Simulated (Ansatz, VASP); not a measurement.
**Two plane-wave programs on AlGaN2**

The input POSCAR:

```
AlGaN2
1.0
    3.1094682782      0.0000000000      0.0000000000
    0.0000000000      3.1094682782      0.0000000000
    0.0000000000      0.0000000000      4.4238379400
Al Ga N
1 1 2
Direct
    0.5000000000      0.5000000000      0.5000000000
    0.0000000000      0.0000000000      0.0000000000
    0.5000000000      0.0000000000      0.7382648100
    0.0000000000      0.5000000000      0.2617351900
```

The input INCAR.step1:

```
PREC = Accurate
ENCUT = 520
ISMEAR = 0
SIGMA = 0.05
LREAL = F
LASPH = T
NELM = 80
NBANDS = 21
GGA = PE
ALGO = Normal
EDIFF = 1E-4
LWAVE = T
LCHARG = F
```

File INCAR.step2:

```
PREC = Accurate
ENCUT = 520
EDIFF = 1E-7
ISMEAR = 0
SIGMA = 0.05
LREAL = F
LASPH = T
NELM = 80
ALGO = Normal
ISIF = 2
LWAVE = F
LCHARG = T
METAGGA = R2SCAN
LMIXTAU = T
LELF = T
LVHAR = T
NBANDS = 21
ISTART = 1
```

The input KPOINTS:

```
regular mesh
0
Gamma
  8 8 6
```

Input for Ansatz:

```yaml
crystal:
  lattice:
    - [3.1094682782, 0.0, 0.0]
    - [0.0, 3.1094682782, 0.0]
    - [0.0, 0.0, 4.42383794]
  atoms:
    - { symbol: Al, position: [0.5, 0.5, 0.5] }
    - { symbol: Ga, position: [0.0, 0.0, 0.0] }
    - { symbol: "N", position: [0.5, 0.0, 0.73826481] }
    - { symbol: "N", position: [0.0, 0.5, 0.26173519] }
basis:
  ecutwfc: 500
kpoints:
  mp_grid: { grid: [8, 8, 6] }
hamiltonian:
  xc: r2scan
scf:
  occupations: { method: gaussian, width: 0.05 }
output:
  forces: true
  stress: true
  eigenvalues: true
```

Change from the starting cell: strain -0.0100 x Voigt [1, 1, 0, 0, 0, 0], atoms carried along.

Alike in both runs: task single point; functional r2SCAN; k mesh 8 × 8 × 6; occupations gaussian, width 0.05 eV; no spin polarisation.

|  | VASP | Ansatz |
| --- | --- | --- |
| version | VASP 6.6.1 | Ansatz 0.2.0 |
| potentials or method | VASP PAW PBE potentials, release 64 (Al, Ga_d, N), cutoff 520 eV | scalar-relativistic, plane waves, PAW |
| valence electrons in the cell | 26 | 26 |

|  | VASP | Ansatz | Ansatz less VASP |
| --- | --- | --- | --- |
| gap on the k mesh at the Fermi level (eV) | 3.50 | 3.49 | -0.009 |
| least direct gap on the mesh (eV) | 3.50 | 3.49 | -0.009 |
| pressure (GPa) | 4.3 | 3.9 | -0.41 |
| traceless stress, the component that is largest in VASP (GPa) | -0.96 | -0.97 | -0.014 |
| rms of the force components (eV/Å) | 0.008 | 0.046 | +0.0378 |

VASP's potentials were made for PBE, not for r2SCAN. Atom by atom the forces differ by 0.038 eV/Å (rms over components). With one functional, cell and mesh, what is left measures potentials, basis and numerics.
